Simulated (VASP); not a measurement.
Si, 4 atoms in the cell. It takes space group I4/mmm (No. 139, tetragonal). Conventional cell: a = 6.749 Å, b = 6.749 Å, c = 3.593 Å, α = 90.00°, β = 90.00°, γ = 90.00°. Within 3.0 Å of Si (site symmetry m2m) lie 4 Si at 2.25 to 2.41 Å. 

| Item | Value |
| --- | --- |
| Program | VASP 6.6.1 |
| Task | single point |
| Functional | PBE |
| Potentials or basis | VASP PAW PBE potentials, release 64 (Si) |
| Cutoff | 520 eV |
| k mesh | 12 × 12 × 12 |
| Occupations | gaussian, width 0.05 eV |
| Spin | no spin polarisation |
| Dipole correction | no |
| Further INCAR settings | ALGO = Normal; EDIFF = 1e-06; NBANDS = 16 |

Potentials or basis: VASP PAW PBE potentials, release 64 (Si).

Run with:

```sh
$ cat potpaw_PBE.64/Si/POTCAR > POTCAR
$ mpirun -np 1 vasp_std > vasp.out
```

Hardware: 1 thread of Intel Xeon 8259CL (shared host).

Q: Estimate the wall time of this run.

A: It took 7.9 min on 1 thread of Intel Xeon 8259CL, on a shared host, peak memory 0.29 GiB. Counts: scf iterations 14, k points 163.
